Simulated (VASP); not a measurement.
# SiC5 (P6/mmm) in VASP: further runs

SiC5 is run at these levels: PBE; tasks: single point, relaxation of cell and atoms.

All numbers are computed with VASP 6.6.1; they aren't measurements. Logs are shortened: lines on timing, memory, paths and dates and some standing lists are left out, and cuts for length are marked.

### 1 The cell of the first run

It takes space group P6/mmm (No. 191, hexagonal). The conventional cell has a = 3.333 Å, b = 3.333 Å, c = 8.413 Å, α = 90.00°, β = 90.00°, γ = 120.00°. Si (site symmetry 6/mmm) has 6 C at 1.92 Å within 2.6 Å. Within 2.2 Å of C (site symmetry mmm) lie 4 C at 1.67 Å. C (site symmetry -6m2) has 3 C at 1.92 Å and 3 Si at 1.92 Å within 2.6 Å.

The cell was built from a structure type or drawn by symmetry, and may not be a known phase.

### 2 Single point, PBE

Contents of INCAR:

```
SYSTEM = SiC5
PREC = Accurate ; ENCUT = 520
EDIFF = 1E-7 ; ISMEAR = 0
SIGMA = 0.1 ; LREAL = .False.
LASPH = .True. ; NELM = 80
ALGO = Normal ; ISIF = 2
LWAVE = .False. ; LCHARG = .True.
GGA = PE ; LELF = .True.
LVHAR = .True. ; NBANDS = 21
```

Contents of KPOINTS:

```
Automatic mesh
0
Gamma
  6 6 4
  0 0 0
```

Contents of POSCAR:

```
SiC5
1.0
    3.3326078876      0.0000000019      0.0000000000
   -1.6663039454      2.8861230905      0.0000000000
    0.0000000000      0.0000000000      8.4129058688
Si C
1 5
Direct
    0.0000000000      0.0000000000      0.5000000000
    0.0000000000      0.5000037512      0.0000000000
    0.5000037512      0.0000000000      0.0000000000
    0.4999962488      0.4999962488      0.0000000000
    0.6666666667      0.3333333333      0.5000000000
    0.3333333333      0.6666666667      0.5000000000
```

Potentials or basis: VASP PAW PBE potentials, release 64 (Si, C).

On the command line:

```bash
cat potpaw_PBE.64/Si/POTCAR potpaw_PBE.64/C/POTCAR > POTCAR
mpirun -np 1 vasp_std > vasp.out
```

OUTCAR:

```text
SYSTEM = SiC5
   PREC = Accurate
   ENCUT = 520
   EDIFF = 1E-7
   ISMEAR = 0
   LREAL = .False.
   LASPH = .True.
   NELM = 80
   ISIF = 2
   GGA = PE

 ion  position               nearest neighbor table
   1  0.000  0.000  0.500-   5 1.92   6 1.92   6 1.92   5 1.92   5 1.92   6 1.92
   2  0.000  0.500  0.000-   3 1.67   3 1.67   4 1.67   4 1.67
   3  0.500  0.000  0.000-   4 1.67   4 1.67   2 1.67   2 1.67
   4  0.500  0.500  0.000-   3 1.67   3 1.67   2 1.67   2 1.67
   5  0.667  0.333  0.500-   6 1.92   1 1.92   6 1.92   1 1.92   1 1.92   6 1.92
   6  0.333  0.667  0.500-   5 1.92   1 1.92   5 1.92   1 1.92   1 1.92   5 1.92

  LATTYP: Found a hexagonal cell.
 ALAT       =     3.3326078876
 C/A-ratio  =     2.5244211598

  Lattice vectors:

 A1 = (   3.3326078876,   0.0000000019,   0.0000000000)
 A2 = (  -1.6663039454,   2.8861230905,   0.0000000000)
 A3 = (   0.0000000000,   0.0000000000,   8.4129058688)

Analysis of symmetry for initial positions (statically):
=====================================================================
 Subroutine PRICEL returns:
 Original cell was already a primitive cell.

 Routine SETGRP: Setting up the symmetry group for a
 hexagonal supercell.

 Subroutine GETGRP returns: Found 24 space group operations
 (whereof 24 operations were pure point group operations)
 out of a pool of 24 trial point group operations.

The static configuration has the point symmetry D_6h.

Analysis of symmetry for dynamics (positions and initial velocities):
=====================================================================
 Subroutine PRICEL returns:
 Original cell was already a primitive cell.

 Routine SETGRP: Setting up the symmetry group for a
 hexagonal supercell.

 Subroutine GETGRP returns: Found 24 space group operations
 (whereof 24 operations were pure point group operations)
 out of a pool of 24 trial point group operations.

The dynamic configuration has the point symmetry D_6h.

 Subroutine INISYM returns: Found 24 space group operations
 (whereof 24 operations are pure point group operations),
 and found     1 'primitive' translations

----------------------------------------------------------------------------------------

                                     Primitive cell
[... 94 lines left out ...]
   NELM   =     80;   NELMIN=  2; NELMDL= -5     # of ELM steps
   EDIFF  = 0.1E-06   stopping-criterion for ELM
   LREAL  =      F    real-space projection
   EDIFFG = 0.1E-05   stopping-criterion for IOM
   NSW    =      0    number of steps for IOM
   IBRION =     -1    ionic relax: 0-MD 1-quasi-New 2-CG
   NFREE  =      0    steps in history (QN), initial steepest desc. (CG)
   ISIF   =      2    stress and relaxation
   ISYM   =      2    0-nonsym 1-usesym 2-fastsym
   POTIM  = 0.5000    time-step for ionic-motion
   TEBEG  =    0.0;   TEEND  =   0.0 temperature during run
   PSTRESS=    0.0 pullay stress
   NELECT =      24.0000    total number of electrons
   NUPDOWN=      -1.0000    fix difference up-down
   EMIN   =  10.00;   EMAX   =-10.00  energy-range for DOS
   EFERMI =   0.00;   METHOD = LEGACY
   ISMEAR =     0;   SIGMA  =   0.10  broadening in eV -4-tet -1-fermi 0-gaus
   EFERMI_NEDOS =   21; number of points for ismear=-14 and -15
   IALGO  =     38    algorithm
   IMIX   =      4    mixing-type and parameters
     AMIX     =   0.40;   BMIX     =  1.00
     AMIX_MAG =   1.60;   BMIX_MAG =  1.00
  volume/ion in A,a.u.               =      13.49        91.01
  Fermi-wavevector in a.u.,A,eV,Ry     =   1.091768  2.063142 16.217553  1.191957
  Thomas-Fermi vector in A             =   2.228020
   LORBIT       =      0    0 simple, 1 ext, 2 COOP (PROOUT), +10 PAW based schemes
   GGA     = PE    functional components
   LHFCALC =     F    Hartree Fock is set to
   AEXX    =    0.0000 exact exchange contribution
   IVDW    =     0    specifies the selected vdW correction
   LEPSILON=     F    determine dielectric tensor
   LRPA    =     F    only Hartree local field effects (RPA)
 non-spin polarized calculation
 Gauss-broadening in eV      SIGMA  =   0.10
  energy-cutoff  :      520.00
  volume of cell :       80.92
 maximum number of plane-waves:      2216
 NGX is ok and might be reduce to    28
   NGX = 13   NGY = 13   NGZ = 31

 number of electron      23.9999999 magnetization

 Free energy of the ion-electron system (eV)
  ---------------------------------------------------
  ext. energy  EPLUGINS =         0.00000000
  ---------------------------------------------------
  free energy    TOTEN  =       -35.21332870 eV

  energy without entropy =      -35.20161635  energy(sigma->0) =      -35.20747253

 E-fermi :   2.9719     XC(G=0):  -8.7741

 val. band max:        2.9117106381   @ k =   0.1667   0.0000   0.0000
 cond. band min:       3.2505166879   @ k =   0.3333   0.0000   0.0000
 fundamental gap:      0.3388060498
 Fermi energy:         2.9719221861

 k-point     1 :       0.0000    0.0000    0.0000
  band No.  band energies     occupation
      1     -14.8573      2.00000
      2     -14.4508      2.00000
      3      -7.2752      2.00000
      4      -3.5057      2.00000
      5      -2.7666      2.00000
      6      -2.4017      2.00000
[... 493 lines left out ...]
     20      12.4817      0.00000
     21      12.4818      0.00000

------------------------ aborting loop because EDIFF is reached ----------------------------------------

  FORCE on cell =-STRESS in cart. coord.  units (eV):
  Direction    XX          YY          ZZ          XY          YZ          ZX
  --------------------------------------------------------------------------------------
  -------------------------------------------------------------------------------------
  Total        0.0246546      0.0246546      0.0940596      0.0000000      0.0000000      0.0000000
  in kB        0.4881621      0.4881621      1.8623807      0.0000000      0.0000000      0.0000000
  external PRESSURE =       0.9462350 kB  Pullay stress =       0.0000000 kB

 VOLUME and BASIS-vectors are now :
 -----------------------------------------------------------------------------
  energy-cutoff  :      520.00
  volume of cell :       80.92
      direct lattice vectors                 reciprocal lattice vectors
     3.332607888  0.000000002  0.000000000     0.300065304  0.173242784  0.000000000
    -1.666303945  2.886123090  0.000000000    -0.000000000  0.346485568  0.000000000
     0.000000000  0.000000000  8.412905869     0.000000000  0.000000000  0.118864993

 POSITION                                       TOTAL-FORCE (eV/Angst)
 -----------------------------------------------------------------------------------
      0.00000      0.00000      4.20645         0.000000      0.000000      0.000000
     -0.83316      1.44307      0.00000         0.000000      0.000000      0.000000
      1.66632      0.00000      0.00000        -0.000000      0.000000      0.000000
      0.83315      1.44305      0.00000         0.000000      0.000000      0.000000
      1.66630      0.96204      4.20645         0.000000     -0.000000      0.000000
     -0.00000      1.92408      4.20645         0.000000     -0.000000     -0.000000
 -----------------------------------------------------------------------------------
    total drift:                                0.000000      0.000000     -0.000000

  FREE ENERGIE OF THE ION-ELECTRON SYSTEM (eV)
  ---------------------------------------------------
  free  energy   TOTEN  =       -35.2133287010 eV

  energy  without entropy=      -35.2016163523  energy(sigma->0) =      -35.20747253
```

stdout:

```text
POSCAR found type information on POSCAR SiC
 POSCAR found :  2 types and       6 ions
 scaLAPACK will be used
 LDA part: xc-table for (Slater+PW92), standard interpolation
 POSCAR, INCAR and KPOINTS ok, starting setup
 FFT: planning ... GRIDC
 FFT: planning ... GRID_SOFT
 FFT: planning ... GRID
 WAVECAR not read
 entering main loop
```

Run time: 74 s. Hardware: 1 thread of Intel Xeon 8259CL, shared host; peak memory 0.21 GiB.

Results:

```
Free energy            : -35.2133 eV
Pressure               : 0.1 GPa
Band gap on the k mesh : zero (bands 12 and 13 overlap by 2.72 eV)
```

Caveat: the k points lie up to 0.36 Å⁻¹ apart, too coarse for converged energies and pressures of a metal.

### 3 Single point, PBE, collinear spin

Contents of INCAR:

```
  PREC = Accurate
  ENCUT = 520
  EDIFF = 1E-6
  ISMEAR = 0
  SIGMA = 0.1
  LREAL = F
  LASPH = T
  NELM = 150
  ALGO = Normal
  ISIF = 2
  LWAVE = F
  LCHARG = T
  ISPIN = 2
  MAGMOM = 0 1 1 1 1 1
  LORBIT = 11
  GGA = PE
  LELF = T
  LVHAR = T
  NBANDS = 25
```

Contents of KPOINTS:

```
Automatic mesh
0
Gamma
  6 6 2
```

Contents of POSCAR:

```
SiC5
1.0
    3.3326078876      0.0000000000      0.0000000000
   -1.6663039438      2.8861230915      0.0000000000
    0.0000000000      0.0000000000      8.4129058688
Si C
1 5
Direct
    0.0000000000      0.0000000000      0.5000000000
    0.0000000000      0.5000000000      0.0000000000
    0.5000000000      0.0000000000      0.0000000000
    0.5000000000      0.5000000000      0.0000000000
    0.6666666667      0.3333333333      0.5000000000
    0.3333333333      0.6666666667      0.5000000000
```

Potentials or basis: VASP PAW PBE potentials, release 64 (Si, C).

On the command line:

```bash
cat potpaw_PBE.64/Si/POTCAR potpaw_PBE.64/C/POTCAR > POTCAR
mpirun -np 1 vasp_std > vasp.out
```

OUTCAR:

```text
PREC = Accurate
   ENCUT = 520
   EDIFF = 1E-6
   ISMEAR = 0
   LREAL = F
   LASPH = T
   NELM = 150
   ISIF = 2
   ISPIN = 2
   LORBIT = 11
   GGA = PE

 ion  position               nearest neighbor table
   1  0.000  0.000  0.500-   5 1.92   6 1.92   6 1.92   5 1.92   5 1.92   6 1.92
   2  0.000  0.500  0.000-   3 1.67   3 1.67   4 1.67   4 1.67
   3  0.500  0.000  0.000-   2 1.67   4 1.67   4 1.67   2 1.67
   4  0.500  0.500  0.000-   3 1.67   3 1.67   2 1.67   2 1.67
   5  0.667  0.333  0.500-   6 1.92   1 1.92   6 1.92   1 1.92   1 1.92   6 1.92
   6  0.333  0.667  0.500-   5 1.92   1 1.92   5 1.92   1 1.92   1 1.92   5 1.92

  LATTYP: Found a hexagonal cell.
 ALAT       =     3.3326078876
 C/A-ratio  =     2.5244211598

  Lattice vectors:

 A1 = (   3.3326078876,   0.0000000000,   0.0000000000)
 A2 = (  -1.6663039438,   2.8861230915,   0.0000000000)
 A3 = (   0.0000000000,   0.0000000000,   8.4129058688)

Analysis of symmetry for initial positions (statically):
=====================================================================
 Subroutine PRICEL returns:
 Original cell was already a primitive cell.

 Routine SETGRP: Setting up the symmetry group for a
 hexagonal supercell.

 Subroutine GETGRP returns: Found 24 space group operations
 (whereof 24 operations were pure point group operations)
 out of a pool of 24 trial point group operations.

The static configuration has the point symmetry D_6h.

Analysis of symmetry for dynamics (positions and initial velocities):
=====================================================================
 Subroutine PRICEL returns:
 Original cell was already a primitive cell.

 Routine SETGRP: Setting up the symmetry group for a
 hexagonal supercell.

 Subroutine GETGRP returns: Found 24 space group operations
 (whereof 24 operations were pure point group operations)
 out of a pool of 24 trial point group operations.

[... 168 lines left out ...]

 spin component 1

 k-point     1 :       0.0000    0.0000    0.0000
  band No.  band energies     occupation
      1     -14.8584      1.00000
      2     -14.4492      1.00000
      3      -7.2763      1.00000
      4      -3.5054      1.00000
      5      -2.7666      1.00000
      6      -2.4001      1.00000
[... 367 lines left out ...]
     23      13.0185      0.00000
     24      13.1644      0.00000
 Fermi energy:         2.9704472760

 spin component 2

 k-point     1 :       0.0000    0.0000    0.0000
  band No.  band energies     occupation
      1     -14.8591      1.00000
      2     -14.4492      1.00000
      3      -7.2770      1.00000
      4      -3.5056      1.00000
      5      -2.7669      1.00000
      6      -2.4001      1.00000
[... 367 lines left out ...]
     23      13.0185      0.00000
     24      13.1637      0.00000
 [bands above 24 left out]

------------------------ aborting loop because EDIFF is reached ----------------------------------------

  FORCE on cell =-STRESS in cart. coord.  units (eV):
  Direction    XX          YY          ZZ          XY          YZ          ZX
  --------------------------------------------------------------------------------------
  -------------------------------------------------------------------------------------
  Total        0.0248818      0.0248818      0.0967205     -0.0000000      0.0000000     -0.0000000
  in kB        0.4926595      0.4926595      1.9150676     -0.0000000      0.0000000     -0.0000000
  external PRESSURE =       0.9667955 kB  Pullay stress =       0.0000000 kB

 VOLUME and BASIS-vectors are now :
 -----------------------------------------------------------------------------
  energy-cutoff  :      520.00
  volume of cell :       80.92
      direct lattice vectors                 reciprocal lattice vectors
     3.332607888  0.000000000  0.000000000     0.300065304  0.173242784  0.000000000
    -1.666303944  2.886123092  0.000000000     0.000000000  0.346485568  0.000000000
     0.000000000  0.000000000  8.412905869     0.000000000  0.000000000  0.118864993

 POSITION                                       TOTAL-FORCE (eV/Angst)
 -----------------------------------------------------------------------------------
      0.00000      0.00000      4.20645        -0.000000      0.000000      0.000000
     -0.83315      1.44306      0.00000        -0.000000      0.000000      0.000000
      1.66630      0.00000      0.00000        -0.000000      0.000000      0.000000
      0.83315      1.44306      0.00000        -0.000000      0.000000      0.000000
      1.66630      0.96204      4.20645         0.000000      0.000000      0.000000
     -0.00000      1.92408      4.20645        -0.000000      0.000000     -0.000000
 -----------------------------------------------------------------------------------
    total drift:                                0.000000     -0.000000     -0.000000

  FREE ENERGIE OF THE ION-ELECTRON SYSTEM (eV)
  ---------------------------------------------------
  free  energy   TOTEN  =       -35.2131890224 eV

  energy  without entropy=      -35.2014726969  energy(sigma->0) =      -35.20733086

 total charge

# of ion       s       p       d       tot
------------------------------------------
    1        0.743   0.920   0.000   1.663
    2        0.897   1.355   0.000   2.252
    3        0.897   1.355   0.000   2.252
    4        0.897   1.355   0.000   2.252
    5        0.979   1.347   0.000   2.326
    6        0.979   1.347   0.000   2.326
--------------------------------------------------
tot          5.391   7.680   0.000  13.071

 magnetization (x)

# of ion       s       p       d       tot
------------------------------------------
    1       -0.000   0.000   0.000  -0.000
    2       -0.000  -0.000   0.000  -0.000
    3       -0.000  -0.000   0.000  -0.000
    4       -0.000  -0.000   0.000  -0.000
    5       -0.000  -0.000   0.000  -0.000
    6       -0.000  -0.000   0.000  -0.000
--------------------------------------------------
tot         -0.000  -0.000   0.000  -0.001
```

OSZICAR:

```text
N       E                     dE             d eps       ncg     rms          rms(c)
DAV:   1     0.757735201473E+02    0.75774E+02   -0.10686E+04  1400   0.829E+02
DAV:   2    -0.296119873844E+02   -0.10539E+03   -0.99635E+02  1868   0.177E+02
[... 13 lines left out ...]
DAV:  16    -0.352133772101E+02    0.70187E-04   -0.11497E-05  1988   0.198E-02    0.170E-02
DAV:  17    -0.352132861226E+02    0.91088E-04   -0.20878E-05  1968   0.275E-02    0.125E-02
DAV:  18    -0.352132111943E+02    0.74928E-04   -0.38387E-05  1950   0.348E-02    0.662E-03
DAV:  19    -0.352131934746E+02    0.17720E-04   -0.21681E-05  1791   0.212E-02    0.326E-03
DAV:  20    -0.352131889823E+02    0.44923E-05   -0.84127E-06  1772   0.134E-02    0.134E-03
DAV:  21    -0.352131890224E+02   -0.40147E-07   -0.40881E-06  1710   0.785E-03
   1 F= -.35213189E+02 E0= -.35207331E+02  d E =-.117163E-01  mag=    -0.0008
```

Wall time 2.8 min (1 thread of Intel Xeon 8259CL, shared host); peak memory 0.26 GiB.

What came out:

* Free energy: -35.2132 eV
* Pressure: 0.1 GPa
* Band gap on the k mesh: zero (filled and empty bands overlap)
* Net moment: 0.00 μB per cell
* Valence electrons inside the program's atomic spheres: Si 1.66; C 2.25, 2.33 (each value once)

Stress tensor (GPa, compression positive):
```
0.05 0.00 0.00
0.00 0.05 0.00
0.00 0.00 0.19
```

Caveat: the k points lie up to 0.37 Å⁻¹ apart, too coarse for converged energies and pressures of a metal.

(Part 1 of 2 ends here.)
